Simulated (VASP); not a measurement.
Os: single point with B3LYP

Crystal: Os.

```xyz
2
Lattice="2.7341 0.0000 0.0000 -1.3671 2.3678 0.0000 0.0000 0.0000 4.3197" Properties=species:S:1:pos:R:3 pbc="T T T"
Os    1.3671    0.7893    3.2398
Os    0.0000    1.5785    1.0799
```

* Program: VASP 6.6.1
* Task: single point
* Functional: B3LYP
* Potentials or basis: VASP PAW PBE potentials, release 64 (Os)
* Cutoff: 520 eV
* k mesh: 6 × 6 × 3
* Occupations: fermi-dirac, width 0.05 eV
* Spin: no spin polarisation

```
Pressure               : 16.2 GPa
Band gap on the k mesh : zero (bands 8 and 9 overlap by 4.88 eV)
```

Stress tensor (GPa, compression positive):
```
19.05  0.00  0.00
 0.00 19.05  0.00
 0.00  0.00 10.60
```

Levels at points of the mesh, in eV from the Fermi level:
| k point | band 5 | band 6 | band 7 | band 8 | band 9 | band 10 | band 11 | band 12 |
| --- | --- | --- | --- | --- | --- | --- | --- | --- |
| (0.00, 0.00, 0.00) | -3.52 | -2.97 | -2.97 | -2.28 | -2.28 | 0.38 | 2.16 | 2.16 |
| (0.50, 0.00, 0.00) | -3.38 | -3.27 | -2.46 | 2.59 | 3.20 | 3.24 | 5.26 | 6.67 |

Run time: 18 min on 1 thread of Intel(R) Xeon(R) Platinum 8259CL CPU @ 2.50GHz (Skylake/Cascade Lake), with other jobs on the host, peak memory 0.16 GiB.

Caveat: the k points lie up to 0.48 Å⁻¹ apart, too coarse for converged energies and pressures of a metal; the PAW data sets were made with another functional, which shifts forces and pressure a little; spin-orbit coupling is left out, which moves the levels of the heavy elements.
